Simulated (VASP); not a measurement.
A run of VASP 6.6.1:

The input INCAR:

```
SYSTEM = Pb
ALGO = Fast
EDIFF = 1E-6
ENCUT = 520
GGA = CA
ISIF = 2
ISMEAR = -1
LASPH = .TRUE.
LCHARG = .TRUE.
LELF = .TRUE.
LREAL = .FALSE.
LVHAR = .TRUE.
LWAVE = .FALSE.
NBANDS = 21
NELM = 60
PREC = Accurate
SIGMA = 0.05
```

File KPOINTS:

```
k-points
0
G
  9 9 5
  0 0 0
```

File POSCAR:

```
Pb
1.0
    3.0386068135     -1.7503199600      0.0000000000
    3.0386068135      1.7503199600      0.0000000000
   -2.1154626375      0.0000000000      6.0952248674
Pb
2
Direct
    0.9085084100      0.9085084100      0.7262922000
    0.0914915900      0.0914915900      0.2737078000
```

Potentials or basis: VASP PAW LDA potentials, release 64 (Pb_d).

Run with:

```console
$ cat potpaw_LDA.64/Pb_d/POTCAR > POTCAR
$ mpirun -np 1 vasp_std > vasp.out
```

Hardware: 1 thread of Intel(R) Xeon(R) 6975P-C (Granite Rapids), with other jobs on the host.

Task: Estimate the wall time of this run.

Result: Wall time 62 s on 1 thread of Intel(R) Xeon(R) 6975P-C (Granite Rapids), with other jobs on the host, peak memory 0.24 GiB. Counts: scf iterations 13, k points 115.
